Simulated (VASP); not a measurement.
# AgBr (Fm-3m) in VASP: notebook

AgBr is run at these levels: r2SCAN; tasks: single point.

All numbers are computed with VASP 6.6.1; they aren't measurements. Logs are shortened: lines on timing, memory, paths and dates and some standing lists are left out, and cuts for length are marked.

### 1 The cell of the first run

The structure is cubic, space group Fm-3m (No. 225). Conventional cell: a = 5.772 Å, b = 5.772 Å, c = 5.772 Å, α = 90.00°, β = 90.00°, γ = 90.00°. Ag (site symmetry m-3m) has 6 Br at 2.89 Å within 3.8 Å. Br (site symmetry m-3m) has 6 Ag at 2.89 Å within 3.8 Å.

### 2 Single point, r2SCAN

POSCAR reads:

```
AgBr
1.0
    0.0000000000      2.8860507273      2.8860507273
    2.8860507273      0.0000000000      2.8860507273
    2.8860507273      2.8860507273      0.0000000000
Ag Br
1 1
Direct
    0.5000000000      0.5000000000      0.5000000000
    0.0000000000      0.0000000000      0.0000000000
```

INCAR.step1 reads:

```
PREC = Accurate
ENCUT = 550
ISMEAR = 0
SIGMA = 0.05
LREAL = F
LASPH = T
NELM = 120
NBANDS = 16
GGA = PE
ALGO = Normal
EDIFF = 1E-5
LWAVE = T
LCHARG = F
GGA_COMPAT = F
```

INCAR.step2 reads:

```
PREC = Accurate
ENCUT = 550
EDIFF = 1E-6
ISMEAR = 0
SIGMA = 0.05
LREAL = F
LASPH = T
NELM = 120
ALGO = Normal
ISIF = 2
LWAVE = F
LCHARG = F
METAGGA = R2SCAN
LMIXTAU = T
NBANDS = 16
ISTART = 1
GGA_COMPAT = F
```

KPOINTS reads:

```
regular mesh
0
Gamma
  10 10 10
```

Potentials or basis: VASP PAW PBE potentials, release 64 (Ag, Br).

Command:

```
$ cat potpaw_PBE.64/Ag/POTCAR potpaw_PBE.64/Br/POTCAR > POTCAR
$ cp INCAR.step1 INCAR
$ mpirun -np 1 vasp_std > vasp.out
$ cp INCAR.step2 INCAR
$ mpirun -np 1 vasp_std > vasp.out
```

OUTCAR:

```text
PREC = Accurate
   ENCUT = 550
   EDIFF = 1E-6
   ISMEAR = 0
   LREAL = F
   LASPH = T
   NELM = 120
   ISIF = 2
   METAGGA = R2SCAN
   ISTART = 1

 ion  position               nearest neighbor table
   1  0.500  0.500  0.500-   2 2.89   2 2.89   2 2.89   2 2.89   2 2.89   2 2.89
   2  0.000  0.000  0.000-   1 2.89   1 2.89   1 2.89   1 2.89   1 2.89   1 2.89

  LATTYP: Found a face centered cubic cell.
 ALAT       =     5.7721014546

  Lattice vectors:

 A1 = (   0.0000000000,   2.8860507273,   2.8860507273)
 A2 = (   2.8860507273,   0.0000000000,   2.8860507273)
 A3 = (   2.8860507273,   2.8860507273,   0.0000000000)

Analysis of symmetry for initial positions (statically):
=====================================================================
 Subroutine PRICEL returns:
 Original cell was already a primitive cell.

 Routine SETGRP: Setting up the symmetry group for a
 face centered cubic supercell.

 Subroutine GETGRP returns: Found 48 space group operations
 (whereof 48 operations were pure point group operations)
 out of a pool of 48 trial point group operations.

The static configuration has the point symmetry O_h .

Analysis of symmetry for dynamics (positions and initial velocities):
=====================================================================
 Subroutine PRICEL returns:
 Original cell was already a primitive cell.

 Routine SETGRP: Setting up the symmetry group for a
 face centered cubic supercell.

 Subroutine GETGRP returns: Found 48 space group operations
 (whereof 48 operations were pure point group operations)
 out of a pool of 48 trial point group operations.

The dynamic configuration has the point symmetry O_h .

 Subroutine INISYM returns: Found 48 space group operations
 (whereof 48 operations are pure point group operations),
 and found     1 'primitive' translations

----------------------------------------------------------------------------------------

                                     Primitive cell

  volume of cell :      48.0775

  direct lattice vectors                    reciprocal lattice vectors
     0.000000000  2.886050727  2.886050727    -0.173247128  0.173247128  0.173247128
     2.886050727  0.000000000  2.886050727     0.173247128 -0.173247128  0.173247128
     2.886050727  2.886050727  0.000000000     0.173247128  0.173247128 -0.173247128

  length of vectors
[... 81 lines left out ...]
   NELM   =    120;   NELMIN=  2; NELMDL=  0     # of ELM steps
   EDIFF  = 0.1E-05   stopping-criterion for ELM
   LREAL  =      F    real-space projection
   EDIFFG = 0.1E-04   stopping-criterion for IOM
   NSW    =      0    number of steps for IOM
   IBRION =     -1    ionic relax: 0-MD 1-quasi-New 2-CG
   NFREE  =      0    steps in history (QN), initial steepest desc. (CG)
   ISIF   =      2    stress and relaxation
   ISYM   =      2    0-nonsym 1-usesym 2-fastsym
   POTIM  = 0.5000    time-step for ionic-motion
   TEBEG  =    0.0;   TEEND  =   0.0 temperature during run
   PSTRESS=    0.0 pullay stress
   NELECT =      18.0000    total number of electrons
   NUPDOWN=      -1.0000    fix difference up-down
   EMIN   =  10.00;   EMAX   =-10.00  energy-range for DOS
   EFERMI =   0.00;   METHOD = LEGACY
   ISMEAR =     0;   SIGMA  =   0.05  broadening in eV -4-tet -1-fermi 0-gaus
   EFERMI_NEDOS =   21; number of points for ismear=-14 and -15
   IALGO  =     38    algorithm
   IMIX   =      4    mixing-type and parameters
     AMIX     =   0.40;   BMIX     =  1.00
     AMIX_MAG =   1.60;   BMIX_MAG =  1.00
  volume/ion in A,a.u.               =      24.04       162.22
  Fermi-wavevector in a.u.,A,eV,Ry     =   1.179918  2.229721 18.942109  1.392206
  Thomas-Fermi vector in A             =   2.316220
   LORBIT       =      0    0 simple, 1 ext, 2 COOP (PROOUT), +10 PAW based schemes
   METAGGA = R2SCAN    functional components
   LHFCALC =     F    Hartree Fock is set to
   AEXX    =    0.0000 exact exchange contribution
   IVDW    =     0    specifies the selected vdW correction
   LEPSILON=     F    determine dielectric tensor
   LRPA    =     F    only Hartree local field effects (RPA)
 non-spin polarized calculation
 Gauss-broadening in eV      SIGMA  =   0.05
  energy-cutoff  :      550.00
  volume of cell :       48.08
 maximum number of plane-waves:      1423
   NGX = 15   NGY = 15   NGZ = 15

 number of electron      17.9999999 magnetization

 Free energy of the ion-electron system (eV)
  ---------------------------------------------------
  ext. energy  EPLUGINS =         0.00000000
  ---------------------------------------------------
  free energy    TOTEN  =       -35.51409191 eV

  energy without entropy =      -35.51409191  energy(sigma->0) =      -35.51409191

 E-fermi :   3.3783     XC(G=0): -10.2811

 val. band max:        3.1160778354   @ k =   0.5000   0.0000   0.0000
 cond. band min:       4.3617955062   @ k =   0.0000   0.0000   0.0000
 fundamental gap:      1.2457176708
 Fermi energy:         3.3782893096

 k-point     1 :       0.0000    0.0000    0.0000
  band No.  band energies     occupation
      1     -12.3823      2.00000
      2       0.4075      2.00000
      3       0.4075      2.00000
      4       0.4075      2.00000
      5       0.4149      2.00000
      6       0.4149      2.00000
[... 433 lines left out ...]
      3      -0.2258      2.00000
      4      -0.1544      2.00000
      5       0.3575      2.00000
      6       0.6733      2.00000
[... 8 lines left out ...]
     15      18.1407      0.00000
     16      19.0400      0.00000

 [... further k-points ...]

------------------------ aborting loop because EDIFF is reached ----------------------------------------

  FORCE on cell =-STRESS in cart. coord.  units (eV):
  Direction    XX          YY          ZZ          XY          YZ          ZX
  --------------------------------------------------------------------------------------
  -------------------------------------------------------------------------------------
  Total        0.0767484      0.0767484      0.0767484     -0.0000000     -0.0000000      0.0000000
  in kB        2.5576319      2.5576319      2.5576319     -0.0000000     -0.0000000      0.0000000
  external PRESSURE =       2.5576319 kB  Pullay stress =       0.0000000 kB

 VOLUME and BASIS-vectors are now :
 -----------------------------------------------------------------------------
  energy-cutoff  :      550.00
  volume of cell :       48.08
      direct lattice vectors                 reciprocal lattice vectors
     0.000000000  2.886050727  2.886050727    -0.173247128  0.173247128  0.173247128
     2.886050727  0.000000000  2.886050727     0.173247128 -0.173247128  0.173247128
     2.886050727  2.886050727  0.000000000     0.173247128  0.173247128 -0.173247128

 POSITION                                       TOTAL-FORCE (eV/Angst)
 -----------------------------------------------------------------------------------
      2.88605      2.88605      2.88605        -0.000000      0.000000     -0.000000
      0.00000      0.00000      0.00000         0.000000     -0.000000      0.000000
 -----------------------------------------------------------------------------------
    total drift:                                0.000000     -0.000000      0.000000

  FREE ENERGIE OF THE ION-ELECTRON SYSTEM (eV)
  ---------------------------------------------------
  free  energy   TOTEN  =       -35.5140919065 eV

  energy  without entropy=      -35.5140919065  energy(sigma->0) =      -35.51409191
```

OUTCAR.step1:

```text
PREC = Accurate
   ENCUT = 550
   ISMEAR = 0
   LREAL = F
   LASPH = T
[... 676 lines left out ...]
 -----------------------------------------------------------------------------------
      2.88605      2.88605      2.88605         0.000000      0.000000      0.000000
      0.00000      0.00000      0.00000         0.000000      0.000000      0.000000
 -----------------------------------------------------------------------------------
    total drift:                                0.000000     -0.000000      0.000000

  FREE ENERGIE OF THE ION-ELECTRON SYSTEM (eV)
  ---------------------------------------------------
  free  energy   TOTEN  =        -4.9923698154 eV

  energy  without entropy=       -4.9923698154  energy(sigma->0) =       -4.99236982
```

OSZICAR.step1:

```text
N       E                     dE             d eps       ncg     rms          rms(c)
DAV:   1     0.892639348472E+02    0.89264E+02   -0.87041E+03  1504   0.106E+03
DAV:   2    -0.221268625143E+01   -0.91477E+02   -0.83469E+02  1816   0.212E+02
DAV:   3    -0.509899541018E+01   -0.28863E+01   -0.28784E+01  1840   0.379E+01
DAV:   4    -0.511036022746E+01   -0.11365E-01   -0.11364E-01  1896   0.274E+00
DAV:   5    -0.511045366853E+01   -0.93441E-04   -0.93441E-04  1840   0.237E-01    0.572E+00
DAV:   6    -0.499649269300E+01    0.11396E+00   -0.17882E-01  1864   0.600E+00    0.376E+00
DAV:   7    -0.499224924298E+01    0.42435E-02   -0.60755E-02  1680   0.163E+00    0.154E+00
DAV:   8    -0.499230906435E+01   -0.59821E-04   -0.40755E-03  1792   0.640E-01    0.256E-01
DAV:   9    -0.499234084296E+01   -0.31779E-04   -0.49878E-04  1832   0.235E-01    0.335E-02
DAV:  10    -0.499236295208E+01   -0.22109E-04   -0.35443E-05  1944   0.785E-02    0.199E-02
DAV:  11    -0.499236981538E+01   -0.68633E-05   -0.13607E-05  1688   0.296E-02
   1 F= -.49923698E+01 E0= -.49923698E+01  d E =-.138180E-12
```

Run time: 92 s. Hardware: 1 thread of AMD EPYC 9R45 (Zen 5), shared host; peak memory 0.18 GiB.

What came out:

| Item | Value |
| --- | --- |
| Free energy | -35.5141 eV |
| Pressure | 0.3 GPa |
| Band gap on the k mesh | 1.25 eV, indirect (least direct gap 3.21 eV) |

Caveat: the PAW data sets were made with another functional, which shifts forces and pressure a little. A k mesh can miss the band edges.

### 3 Single point, r2SCAN

POSCAR is that of step 2.

INCAR.step1 reads:

```
SYSTEM = AgBr
ALGO     = Normal         ! electronic algorithm
EDIFF    = 1E-5           ! SCF threshold, eV
ENCUT    = 550            ! plane-wave cutoff, eV
GGA      = PE             ! functional
GGA_COMPAT= .False.      
ISMEAR   = 0              ! smearing method
LASPH    = .True.         ! aspherical terms in the spheres
LCHARG   = .False.        ! write CHGCAR
LREAL    = .False.        ! projectors in reciprocal space
LWAVE    = .True.         ! write WAVECAR
NBANDS   = 16             ! bands
NELM     = 120            ! most SCF steps
PREC     = Accurate       ! precision mode
SIGMA    = 0.05           ! smearing width, eV
```

INCAR.step2 reads:

```
SYSTEM = AgBr
ALGO     = Normal         ! electronic algorithm
EDIFF    = 1E-6           ! SCF threshold, eV
ENCUT    = 550            ! plane-wave cutoff, eV
GGA_COMPAT= .False.      
ISIF     = 2              ! what is computed and relaxed
ISMEAR   = 0              ! smearing method
ISTART   = 1            
LASPH    = .True.         ! aspherical terms in the spheres
LCHARG   = .True.         ! write CHGCAR
LELF     = .True.         ! ELF
LMIXTAU  = .True.       
LREAL    = .False.        ! projectors in reciprocal space
LVHAR    = .True.       
LWAVE    = .False.        ! write WAVECAR
METAGGA  = R2SCAN         ! meta-GGA
NBANDS   = 16             ! bands
NELM     = 120            ! most SCF steps
PREC     = Accurate       ! precision mode
SIGMA    = 0.05           ! smearing width, eV
```

KPOINTS reads:

```
k-points
0
Gamma
  10 10 10
  0 0 0
```

Potentials or basis: VASP PAW PBE potentials, release 64 (Ag, Br).

Command:

```
$ cat potpaw_PBE.64/Ag/POTCAR potpaw_PBE.64/Br/POTCAR > POTCAR
$ cp INCAR.step1 INCAR
$ mpirun -np 1 vasp_std > vasp.out
$ cp INCAR.step2 INCAR
$ mpirun -np 1 vasp_std > vasp.out
```

Run time: 94 s. Hardware: 1 thread of AMD EPYC 9R45 (Zen 5), shared host; peak memory 0.18 GiB.

Results (log left out):

| Quantity | Value |
| --- | --- |
| Free energy | -35.5141 eV |
| Pressure | 0.3 GPa |
| Band gap on the k mesh | 1.25 eV, indirect (least direct gap 3.21 eV) |

Levels at points of the mesh, in eV from the valence-band top:
| k point | band 6 | band 7 | band 8 | band 9 | band 10 | band 11 | band 12 | band 13 |
| --- | --- | --- | --- | --- | --- | --- | --- | --- |
| (0.00, 0.00, 0.00) | -2.70 | -1.97 | -1.97 | -1.97 | 1.25 | 10.42 | 10.42 | 10.42 |
| (0.50, 0.00, 0.00) | -2.42 | -2.08 | 0.00 | 0.00 | 4.29 | 7.13 | 7.40 | 7.40 |
| (0.50, 0.50, 0.00) | -2.55 | -2.32 | -2.32 | -2.21 | 2.18 | 7.44 | 9.64 | 11.80 |

Caveat: the PAW data sets were made with another functional, which shifts forces and pressure a little.
